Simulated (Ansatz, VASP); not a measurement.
**Two plane-wave programs on Lu**

```
Lu
1.0
     3.50708    0.00000    0.00000
    -1.75354    3.03722    0.00000
     0.00000    0.00000    5.47729
Lu
2
Cartesian
  0.0000 2.0248 1.3693
  1.7535 1.0124 4.1080
```

Alike in both runs: task single point; functional PBE; k mesh 5 × 5 × 3; occupations fermi-dirac, width 0.1 eV; no spin polarisation.

|  | VASP | Ansatz |
| --- | --- | --- |
| version | VASP 6.6.1 | Ansatz 0.2.0 |
| potentials or method | VASP PAW PBE potentials, release 64 (Lu), cutoff 520 eV | plane waves (420 eV) with PAW, scalar-relativistic |
| valence electrons in the cell | 50 | 50 |

Ansatz gave:

| Item | Value |
| --- | --- |
| pressure (GPa) | 0.2 |
| traceless stress, the component that is largest in VASP (GPa) | -0.40 |

Question: What did VASP give for the same quantities?

Answer: Pressure (GPa): 0.4; traceless stress, the component that is largest in VASP (GPa): -0.41.

With one functional, cell and mesh, what is left measures potentials, basis and numerics.

The k mesh is coarse, so the values compare programs but aren't converged. Spin-orbit coupling is off throughout.
